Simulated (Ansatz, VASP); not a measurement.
EuS: VASP beside Ansatz

```
Eu S
1.0
     0.00000    2.97850    2.97850
     2.97850    0.00000    2.97850
     2.97850    2.97850    0.00000
Eu S
1 1
Direct
  0.00000 0.00000 0.00000
  0.50000 0.50000 0.50000
```

Alike in both runs: task single point; functional PBE; k mesh 10 × 10 × 10; occupations gaussian, width 0.02 eV; collinear spin; Hubbard terms Eu f U = 9.0 eV.

|  | VASP | Ansatz |
| --- | --- | --- |
| version | VASP 6.6.1 | Ansatz 0.2.0 |
| potentials or method | VASP PAW PBE potentials, release 64 (Eu, S) | scalar-relativistic, plane waves, PAW |
| plane-wave cutoff (eV) | 600 | 420 |
| valence electrons in the cell | 23 | 23 |

VASP gave:

- gap on the k mesh at the Fermi level (eV): 1.14
- least direct gap on the mesh (eV): 1.57
- net moment per atom (μB): 3.50
- size of the moment on the site where the two differ most (μB): 6.75

**Question.** Which values does Ansatz return?

**Answer.** gap on the k mesh at the Fermi level (eV): 1.17; least direct gap on the mesh (eV): 1.73; net moment per atom (μB): 3.50; size of the moment on the site where the two differ most (μB): 6.88.

Site moments also hang on the region over which each program counts them. The programs project onto different local orbitals, so the same U acts differently, and such runs can settle in different states. Ansatz's warnings: stability check not made.

Spin-orbit coupling is off throughout.
